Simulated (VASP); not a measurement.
Write the native input for VASP 6.6.1 that does the following.

| Property | Result |
| --- | --- |
| Task | single point |
| Functional | PBE |
| Dispersion | D3(BJ) |
| Potentials or basis | VASP PAW PBE potentials, release 64 (Pt, S) |
| Cutoff | 500 eV |
| k mesh | 12 × 12 × 8 |
| Occupations | gaussian, width 0.03 eV |
| Spin | no spin polarisation |
| Dipole correction | no |
| Further INCAR settings | ALGO = Normal; EDIFF = 1e-06; NBANDS = 18 |

The structure of PtS2 lies in POSCAR:

```
PtS2
1.0
    3.5832742325      0.0000000000      0.0000000000
   -1.7916371163      3.1032065141      0.0000000000
    0.0000000000      0.0000000000      4.6628322088
Pt S
1 2
Direct
    0.0000000000      0.0000000000      0.0000000000
    0.3237331750      0.6666666667      0.2587415406
    0.6762668250      0.3333333333      0.7412584594
```

This cell differs from its parent crystal: atoms displaced along a vibrational mode.

One way to write it, as run:

INCAR

```
PREC = Accurate ; ENCUT = 500
EDIFF = 1E-6 ; ISMEAR = 0
SIGMA = 0.03 ; LREAL = False
LASPH = True ; NELM = 120
ALGO = Normal ; ISIF = 2
LWAVE = False ; LCHARG = True
GGA = PE ; IVDW = 12
LELF = True ; LVHAR = True
NBANDS = 18 ; GGA_COMPAT = False
```

KPOINTS

```
Automatic mesh
0
Gamma
  12 12 8
```

Potentials or basis: VASP PAW PBE potentials, release 64 (Pt, S).

Run with:

```console
$ cat potpaw_PBE.64/Pt/POTCAR potpaw_PBE.64/S/POTCAR > POTCAR
$ mpirun -np 1 vasp_std > vasp.out
```

Results of the run:

* Pressure: -0.3 GPa
* Largest force: 0.348 eV/Å
* Band gap on the k mesh: zero (filled and empty bands touch)
* Dispersion energy per atom: -0.451 eV

Caveat: the cell differs from its parent crystal (atoms displaced along a vibrational mode); spin-orbit coupling is left out, which moves the levels of the heavy elements.

Run time: 10 min on 1 thread of Oxide Virtual Turin-like Processor, with other jobs on the host, peak memory 0.54 GiB.
